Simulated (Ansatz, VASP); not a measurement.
## Two plane-wave programs on InSe

```
Se In
1.0
     4.02656    0.00000    0.00000
    -2.01328    3.48710    0.00000
     0.00000    0.00000   36.72119
Se In
2 2
Direct
  0.00000 0.00000 0.42665
  0.00000 0.00000 0.57332
  0.66667 0.33333 0.46194
  0.66667 0.33333 0.53804
```

Alike in both runs: task single point; functional r2SCAN; k mesh 12 × 12 × 1; occupations gaussian, width 0.02 eV; no spin polarisation.

```csv
,VASP,Ansatz
version,VASP 6.6.1,Ansatz 0.2.0
potentials or method,"VASP PAW PBE potentials, release 64 (Se, In_d), cutoff 520 eV","scalar-relativistic, plane waves, PAW"
valence electrons in the cell,38,58
```

|  | VASP | Ansatz | Ansatz less VASP |
| --- | --- | --- | --- |
| gap on the k mesh at the Fermi level (eV) | 2.05 | 2.05 | +0.007 |
| least direct gap on the mesh (eV) | 2.11 | 2.11 | +0.007 |
| rms of the force components (eV/Å) | 0.101 | 0.107 | +0.0063 |

VASP's potentials were made for PBE, not for r2SCAN. VASP's potentials hold 38 valence electrons a cell and Ansatz's 58, so a difference there can come from the potentials and not from the codes. Ansatz's warnings: structure snapped to symmetry.
